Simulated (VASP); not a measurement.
Runs of VASP 6.6.1 on CdSe. The structure is that of space group Pm-3m (No. 221), or close to it. The cells are those of the table. 

| task | cell | k mesh | cutoff (eV) | gap on the mesh (eV) | pressure (GPa) | relaxed volume (Å³/atom) |
| --- | --- | --- | --- | --- | --- | --- |
| relaxation of cell and atoms | relaxed from a = 3.706 Å, 2 atoms | 6 × 6 × 6 | 600 | none | 0.1 | 22.53 |
| single point | a = 3.706 Å, 2 atoms | 6 × 6 × 6 | 520 | none | (a) | - |
| single point | a = 3.557 Å, 2 atoms | 16 × 16 × 16 | 520 | none | 0.2 | - |
| single point | a = 3.555 Å, 2 atoms | 6 × 6 × 6 | 520 | none | 0.3 | - |
| relaxation of cell and atoms | relaxed from a = 3.555 Å, 2 atoms | 16 × 16 × 16 | 600 | none | 0.0 | (b) |

Alike in all rows: level PBE; potentials or basis VASP PAW PBE potentials, release 64 (Cd, Se); no spin polarisation; smearing gaussian 0.1 eV.

Estimate the missing entries.

(a) -5.2; (b) 22.60.

A k mesh can miss the band edges, and the runs leave out spin-orbit coupling on Cd, Se.

A gap of «none» marks levels without a gap at the run's occupations.
